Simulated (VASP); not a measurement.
Runs of VASP 6.6.1 on MgBe2SeS2. The structure is that of space group P-6m2 (No. 187), or close to it. The cells are those of the table. 

```tsv
task	cell	k mesh	cutoff (eV)	gap on the mesh (eV)	pressure (GPa)
single point	a = 4.623, b = 4.623, c = 5.227 Å, angles 90.0, 90.0, 120.0°, 6 atoms	12 × 12 × 8	520	none	(a)
single point	a = 4.266, b = 4.266, c = 4.999 Å, angles 90.0, 90.0, 120.0°, 6 atoms	6 × 6 × 4	520	none	18.7
relaxation of cell and atoms	relaxed from a = 4.266, b = 4.266, c = 4.999 Å, angles 90.0, 90.0, 120.0°, 6 atoms	6 × 6 × 4	600	none	-0.1
single point	a = 4.678, b = 4.678, c = 5.059 Å, angles 90.0, 90.0, 120.0°, 6 atoms	6 × 6 × 4	520	none	0.1
```

Alike in all rows: level PBE; potentials or basis VASP PAW PBE potentials, release 64 (Mg, Be, Se, S); no spin polarisation; smearing gaussian 0.1 eV.

Q: Fill in the values left out.

A: (a) 0.0.

A k mesh can miss the band edges, and the runs leave out spin-orbit coupling on Se.

A gap of «none» marks levels without a gap at the run's occupations.
